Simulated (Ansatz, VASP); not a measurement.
## One calculation of Ta, two programs

Contents of INCAR:

```
PREC = Accurate
ENCUT = 520
EDIFF = 1E-6
ISMEAR = -1
SIGMA = 0.1
LREAL = F
LASPH = T
NELM = 60
ALGO = Normal
ISIF = 2
LWAVE = F
LCHARG = T
GGA = CA
LELF = T
LVHAR = T
NBANDS = 12
```

The input KPOINTS:

```
regular mesh
0
Gamma
  22 22 22
```

POSCAR

```
Ta
1.0
   -1.6903344468      1.6903344468      1.6903344468
    1.6903344468     -1.6903344468      1.6903344468
    1.6903344468      1.6903344468     -1.6903344468
Ta
1
Direct
    0.0000000000      0.0000000000      0.0000000000
```

Input for Ansatz:

```yaml
crystal:
  lattice:
    - [-1.6903344464, 1.6903344464, 1.6903344464]
    - [1.6903344464, -1.6903344464, 1.6903344464]
    - [1.6903344464, 1.6903344464, -1.6903344464]
  atoms:
    - { symbol: Ta, position: [0.0, 0.0, 0.0] }
hamiltonian:
  xc: lda
  pseudopotentials:
    kind: paw
    azcp:
      Ta: "pseudopotentials/Ta.paw.azcp"
basis:
  ecutwfc: 420
  fft_grid_basis: typed
kpoints:
  mp_grid: { grid: [22, 22, 22], shift: [0, 0, 0] }
magnetization:
  spin_polarized: false
scf:
  occupations: { method: fermi_dirac, width: 0.1 }
output:
  stress: true
```

Alike in both runs: task single point; functional LDA; k mesh 22 × 22 × 22; occupations fermi-dirac, width 0.1 eV; no spin polarisation.

|  | VASP | Ansatz |
| --- | --- | --- |
| version | VASP 6.6.1 | Ansatz 0.2.0 |
| potentials or method | VASP PAW LDA potentials, release 64 (Ta_pv), cutoff 520 eV | plane waves (420 eV) with PAW, scalar-relativistic |
| valence electrons in the cell | 11 | 13 |

Ansatz gave:

```
pressure (GPa) : -20.0
```

Problem. Which values does VASP return?

Solution. Pressure (GPa): -19.4.

Ansatz warns that its potentials were made for another functional, while VASP's fit it. LDA's correlation is that of Perdew and Zunger in VASP and of Perdew and Wang (1992) in Ansatz. VASP's potentials hold 11 valence electrons a cell and Ansatz's 13, so a difference there can come from the potentials and not from the codes.

Neither program's run includes spin-orbit coupling.
